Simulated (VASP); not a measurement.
Here is a VASP 6.6.1 calculation.

File INCAR:

```
SYSTEM = WSe2
ALGO     = Normal         ! electronic algorithm
EDIFF    = 1E-7           ! SCF threshold, eV
EDIFFG   = -0.005         ! ionic threshold
ENCUT    = 600            ! plane-wave cutoff, eV
GGA      = PE             ! functional
IBRION   = 2              ! ionic algorithm
ISIF     = 3              ! what is computed and relaxed
ISMEAR   = -1             ! smearing method
IVDW     = 12             ! dispersion correction
LASPH    = .TRUE.         ! aspherical terms in the spheres
LCHARG   = .FALSE.        ! write CHGCAR
LREAL    = .FALSE.        ! projectors in reciprocal space
LWAVE    = .FALSE.        ! write WAVECAR
NELM     = 80             ! most SCF steps
NSW      = 80             ! ionic steps
PREC     = Accurate       ! precision mode
SIGMA    = 0.02           ! smearing width, eV
```

Contents of KPOINTS:

```
k-points
0
G
  12 12 2
  0 0 0
```

POSCAR

```
WSe2
1.0
    3.3199329200      0.0000000000      0.0000000000
   -1.6599664600      2.8751462500      0.0000000000
    0.0000000000      0.0000000000     13.7371873000
W Se
2 4
Direct
    0.6666666700      0.3333333300      0.7500000000
    0.3333333300      0.6666666700      0.2500000000
    0.3333333300      0.6666666700      0.8710007900
    0.6666666700      0.3333333300      0.3710007900
    0.3333333300      0.6666666700      0.6289992100
    0.6666666700      0.3333333300      0.1289992100
```

Potentials or basis: VASP PAW PBE potentials, release 64 (W_sv, Se).

Launch:

```sh
$ cat potpaw_PBE.64/W_sv/POTCAR potpaw_PBE.64/Se/POTCAR > POTCAR
$ mpirun -np 1 vasp_std > vasp.out
```

(1) Predict the relaxed volume.

(2) Predict the space group after relaxing (to 0.05 Å).

(3) Estimate the band gap on the k mesh.

(4) What does it give for the relaxed cell?

Answers

(1) 19.88 Å³/atom.

(2) P6_3/mmc (No. 194).

(3) 0.89 eV, indirect (least direct gap 1.56 eV).

(4) a = 3.280 Å, b = 3.280 Å, c = 12.796 Å, α = 90.00°, β = 90.00°, γ = 120.00°.

Caveat: spin-orbit coupling is left out, which moves the levels of the heavy elements.
